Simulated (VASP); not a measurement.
Input of a VASP 6.6.1 run:

INCAR

```
SYSTEM = N
PREC = Accurate
ENCUT = 520
EDIFF = 1E-8
ISMEAR = 0
SIGMA = 0.01
LREAL = .FALSE.
LASPH = .TRUE.
NELM = 60
ALGO = Normal
ISIF = 2
LWAVE = .FALSE.
LCHARG = .FALSE.
METAGGA = R2SCAN
LMIXTAU = .TRUE.
LCALCEPS = .TRUE.
```

The input KPOINTS:

```
regular mesh
0
G
  6 6 4
  0 0 0
```

Contents of POSCAR:

```
N
1.0
    3.5792591437      0.0000000000      0.0000000000
   -1.7896295718      3.0997293451      0.0000000000
    0.0000000000      0.0000000000      7.6409876717
N
4
Direct
    0.3333333333      0.6666666667      0.3215760822
    0.3333333333      0.6666666667      0.1784239178
    0.6666666667      0.3333333333      0.8215760822
    0.6666666667      0.3333333333      0.6784239178
```

Potentials or basis: VASP PAW PBE potentials, release 64 (N).

Command:

```console
$ cat potpaw_PBE.64/N/POTCAR > POTCAR
$ mpirun -np 1 vasp_std > vasp.out
```

Problem. What does it give for the electronic dielectric tensor (diagonal)?

Solution. 1.53, 1.53, 1.77.

Problem. Predict the Born charges (mean of the diagonal).

Solution. N +0.00 e.

Problem. What does it give for the band gap on the k mesh?

Solution. 7.70 eV (least direct gap 7.75 eV).

Electronic dielectric tensor:
```
1.53 0.00 0.00
0.00 1.53 0.00
0.00 0.00 1.77
```

Caveat: the standard files for N, O and F lose accuracy on very short bonds. A k mesh can miss the band edges.
